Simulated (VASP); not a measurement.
The system is KBr.

```
K Br
1.0
     0.00000    3.35045    3.35045
     3.35045    0.00000    3.35045
     3.35045    3.35045    0.00000
K Br
1 1
Cartesian
  0.0000 0.0000 0.0000
  3.3504 3.3504 3.3504
```

```yaml
Program: VASP 6.6.1
Task: relaxation of cell and atoms
Functional: PBE
Dispersion: D3(BJ)
Potentials_or_basis: VASP PAW PBE potentials, release 64 (K_sv, Br)
Cutoff: 600 eV
k_mesh: 6 × 6 × 6
Occupations: gaussian, width 0.02 eV
Spin: no spin polarisation
```

At the start: pressure -0.8 GPa; volume 37.61 Å³/atom.

Problem. Where does the relaxation end?

Solution. Over 4 steps the energy falls by 5.7 meV/atom and the volume is 35.50 Å³/atom (-5.6 %); space group Fm-3m (No. 225, to 0.1 Å) before and after.

The path:
```csv
step,energy change (eV),largest force (eV/Å),pressure (GPa),volume (Å³)
1,0.0000,0.0000,-0.80,75.22
2,-0.0081,0.0000,-0.45,73.18
3,-0.0112,0.0000,-0.10,71.44
4,-0.0114,0.0000,0.00,70.99
```

Final structure:
```
CELL_PARAMETERS angstrom
0.00000 3.28644 3.28644
3.28644 0.00000 3.28644
3.28644 3.28644 0.00000
ATOMIC_POSITIONS crystal
K 0.00000 0.00000 0.00000
Br 0.50000 0.50000 0.50000
```
